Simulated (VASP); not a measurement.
Set up this calculation in VASP 6.6.1, as the native input.

* Task: single point
* Functional: PBEsol
* Potentials or basis: VASP PAW PBE potentials, release 64 (F)
* Cutoff: 520 eV
* k mesh: 4 × 4 × 2
* Occupations: gaussian, width 0.05 eV
* Spin: no spin polarisation
* Dipole correction: no
* Further INCAR settings: ALGO = Normal; EDIFF = 1e-07; NBANDS = 22

The structure of F lies in POSCAR:

```
F
1.0
    3.3474214824     -1.7756140758     -0.2581820224
    3.3474214824      1.7756140758     -0.2581820224
   -2.5613829065      0.0000000000      7.1292316784
F
4
Direct
    0.0848459664      0.0848459664      0.0940038325
    0.9151540336      0.9151540336      0.9059961675
    0.5015719855      0.5015719855      0.5937195244
    0.4984280145      0.4984280145      0.4062804756
```

These files were run (other wordings do the same):

INCAR

```
SYSTEM = F
PREC = Accurate
ENCUT = 520
EDIFF = 1E-7
ISMEAR = 0
SIGMA = 0.05
LREAL = .FALSE.
LASPH = .TRUE.
NELM = 80
ALGO = Normal
ISIF = 2
LWAVE = .FALSE.
LCHARG = .FALSE.
GGA = PS
NBANDS = 22
```

KPOINTS

```
regular mesh
0
G
  4 4 2
  0 0 0
```

Potentials or basis: VASP PAW PBE potentials, release 64 (F).

Command:

```bash
$ cat potpaw_PBE.64/F/POTCAR > POTCAR
$ mpirun -np 1 vasp_std > vasp.out
```

Results of the run:

```
Pressure               : -0.6 GPa
Largest force          : 0.016 eV/Å
Band gap on the k mesh : 2.95 eV, indirect (least direct gap 3.03 eV)
```

Caveat: the k points lie up to 0.51 Å⁻¹ apart; the PAW data sets were made with another functional, which shifts forces and pressure a little.

Wall time 14 s on 1 thread of AMD EPYC 9R45 96-Core Processor (Zen 5), with other jobs on the host, peak memory 0.15 GiB.
